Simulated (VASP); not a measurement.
**As: single point with PBE**

The system is As.

```
CELL_PARAMETERS angstrom
1.88080 1.08588 3.51406
-1.88080 1.08588 3.51406
0.00000 -2.17176 3.51406
ATOMIC_POSITIONS crystal
As 0.22600 0.22600 0.22600
As 0.77400 0.77400 0.77400
```

| Item | Value |
| --- | --- |
| Program | VASP 6.6.1 |
| Task | single point |
| Functional | PBE |
| Potentials or basis | VASP PAW PBE potentials, release 64 (As) |
| Cutoff | 520 eV |
| k mesh | 9 × 9 × 9 |
| Occupations | gaussian, width 0.011 eV |
| Spin | no spin polarisation |
| Dipole correction | no |
| Further INCAR settings | ALGO = Normal; EDIFF = 1e-07; NBANDS = 12 |

```json
{
  "Pressure": "4.1 GPa",
  "Largest force": "0.491 eV/Å",
  "Band gap on the k mesh": "zero (band 5 reaches 5.50 eV, above the bottom of band 6 at 5.39 eV)"
}
```

Forces on the atoms (eV/Å):
```
As   0.000  0.000  0.491
As   0.000  0.000 -0.491
```

Stress tensor (GPa, compression positive):
```
4.25 0.00 0.00
0.00 4.25 0.00
0.00 0.00 3.65
```

Levels at points of the mesh, in eV from the Fermi level:
```tsv
k point	band 3	band 4	band 5	band 6	band 7	band 8
(0.00, 0.00, 0.00)	-2.47	-2.04	-2.04	1.59	2.91	2.91
```

Wall time 14 s on 1 thread of Intel(R) Xeon(R) 6975P-C (Granite Rapids), with other jobs on the host, peak memory 0.18 GiB.
